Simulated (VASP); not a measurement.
A run of VASP 6.6.1 is set up as follows.

The input POSCAR:

```
Rh
1.0
    0.0000000000      1.9029860865      1.9029860865
    1.9029860865      0.0000000000      1.9029860865
    1.9029860865      1.9029860865      0.0000000000
Rh
1
Direct
    0.0000000000      0.0000000000      0.0000000000
```

File INCAR.step1:

```
  PREC = Accurate
  ENCUT = 550
  ISMEAR = -1
  SIGMA = 0.05
  LREAL = False
  LASPH = True
  NELM = 120
  NBANDS = 14
  GGA = PE
  ALGO = Normal
  EDIFF = 1E-5
  LWAVE = True
  LCHARG = False
  GGA_COMPAT = False
```

Contents of INCAR.step2:

```
  PREC = Accurate
  ENCUT = 550
  EDIFF = 1E-6
  ISMEAR = -1
  SIGMA = 0.05
  LREAL = False
  LASPH = True
  NELM = 120
  ALGO = Normal
  ISIF = 2
  LWAVE = False
  LCHARG = True
  METAGGA = R2SCAN
  LMIXTAU = True
  LELF = True
  LVHAR = True
  NBANDS = 14
  ISTART = 1
  GGA_COMPAT = False
```

KPOINTS

```
regular mesh
0
Gamma
  18 18 18
```

Potentials or basis: VASP PAW PBE potentials, release 64 (Rh_pv).

Run with:

```console
$ cat potpaw_PBE.64/Rh_pv/POTCAR > POTCAR
$ cp INCAR.step1 INCAR
$ mpirun -np 1 vasp_std > vasp.out
$ cp INCAR.step2 INCAR
$ mpirun -np 1 vasp_std > vasp.out
```

Question: What does it give for the pressure?

Answer: -0.2 GPa.

Question: Estimate the band gap on the k mesh.

Answer: Zero (an odd number of electrons rules out a gap without spin polarisation).

Caveat: an empty level that is flat over the whole mesh can mark a ghost state of the potentials, or a narrow d or f band; the PAW data sets were made with another functional, which shifts forces and pressure a little.
